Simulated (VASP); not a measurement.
## Sb2Au: single point with LDA

Sb2Au:

```
CELL_PARAMETERS angstrom
0.00000 3.38257 3.38257
3.38257 0.00000 3.38257
3.38257 3.38257 0.00000
ATOMIC_POSITIONS crystal
Sb 0.25000 0.25000 0.25000
Sb 0.75000 0.75000 0.75000
Au 0.00000 0.00000 0.00000
```

| Quantity | Value |
| --- | --- |
| Program | VASP 6.6.1 |
| Task | single point |
| Functional | LDA |
| Potentials or basis | VASP PAW LDA potentials, release 64 (Sb, Au) |
| Cutoff | 520 eV |
| k mesh | 6 × 6 × 6 |
| Occupations | fermi-dirac, width 0.1 eV |
| Spin | no spin polarisation |
| Dipole correction | no |
| Further INCAR settings | ALGO = Normal; EDIFF = 1e-06; NBANDS = 18 |

The pressure is -1.3 GPa.

Levels at points of the mesh, in eV from the Fermi level:
| k point | band 8 | band 9 | band 10 | band 11 | band 12 | band 13 |
| --- | --- | --- | --- | --- | --- | --- |
| (0.00, 0.00, 0.00) | -0.31 | -0.31 | -0.31 | 0.54 | 0.54 | 0.54 |
| (0.50, 0.00, 0.00) | -2.49 | -2.22 | -2.22 | -1.50 | 0.19 | 0.19 |
| (0.50, 0.50, 0.00) | -4.37 | -4.37 | -3.69 | 0.45 | 3.42 | 3.42 |

Run time: 7.7 s on 1 thread of Intel(R) Xeon(R) 6975P-C (Granite Rapids), on a shared host, peak memory 0.18 GiB.

Caveat: spin-orbit coupling is left out, which moves the levels of the heavy elements.
